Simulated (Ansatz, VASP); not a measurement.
**Si2Sn5 in VASP and in Ansatz**

Contents of INCAR:

```
PREC = Accurate ; ENCUT = 500
EDIFF = 1E-6 ; ISMEAR = 0
SIGMA = 0.1 ; LREAL = False
LASPH = True ; NELM = 120
ALGO = Normal ; ISIF = 2
LWAVE = False ; LCHARG = False
GGA = PE ; NBANDS = 48
GGA_COMPAT = False
```

Contents of KPOINTS:

```
regular mesh
0
Gamma
  4 4 2
```

Contents of POSCAR:

```
Si2Sn5
1.0
    4.2234729340      0.0000000000      0.0000000000
    0.0000000000      4.2234729340      0.0000000000
    0.0000000000      0.0000000000     10.6489509504
Si Sn
2 5
Direct
    0.0000000000      0.5000000000      0.8686771702
    0.5000000000      0.0000000000      0.8686771702
    0.0000000000      0.5000000000      0.6092110051
    0.5000000000      0.0000000000      0.6092110051
    0.0000000000      0.5000000000      0.3096605344
    0.5000000000      0.0000000000      0.3096605344
    0.5000000000      0.5000000000      0.0437420508
```

Input for Ansatz:

```yaml
crystal:
  lattice:
    - [4.223472934, 0.0, 0.0]
    - [0.0, 4.223472934, 0.0]
    - [0.0, 0.0, 10.6489509504]
  atoms:
    - { symbol: Si, position: [0.0, 0.5, 0.8686771702] }
    - { symbol: Si, position: [0.5, 0.0, 0.8686771702] }
    - { symbol: Sn, position: [0.0, 0.5, 0.6092110051] }
    - { symbol: Sn, position: [0.5, 0.0, 0.6092110051] }
    - { symbol: Sn, position: [0.0, 0.5, 0.3096605344] }
    - { symbol: Sn, position: [0.5, 0.0, 0.3096605344] }
    - { symbol: Sn, position: [0.5, 0.5, 0.0437420508] }
basis:
  ecutwfc: 420
kpoints:
  mp_grid: { grid: [4, 4, 2] }
hamiltonian:
  xc: pbe
scf:
  occupations: { method: gaussian, width: 0.1 }
  lower_state_search: "off"
output:
  forces: true
  stress: true
  eigenvalues: true
```

Alike in both runs: task single point; functional PBE; k mesh 4 × 4 × 2; occupations gaussian, width 0.1 eV; no spin polarisation.

|  | VASP | Ansatz |
| --- | --- | --- |
| version | VASP 6.6.1 | Ansatz 0.2.0 |
| potentials or method | VASP PAW PBE potentials, release 64 (Si, Sn_d), cutoff 500 eV | scalar-relativistic, plane waves, PAW |
| valence electrons in the cell | 78 | 78 |

|  | VASP | Ansatz | Ansatz less VASP |
| --- | --- | --- | --- |
| gap on the k mesh at the Fermi level (eV) | none | none | - |
| pressure (GPa) | -0.1 | 0.0 | +0.04 |
| rms of the force components (eV/Å) | 0.018 | 0.018 | -0.0001 |

Atom by atom the forces differ by 0.000 eV/Å (rms over components). A gap of «none» marks a metal or a gap that the smearing closes. The functional is the same, so the differences come from potentials, cutoffs and numerics.

The k mesh is coarse, so the values compare programs but aren't converged.
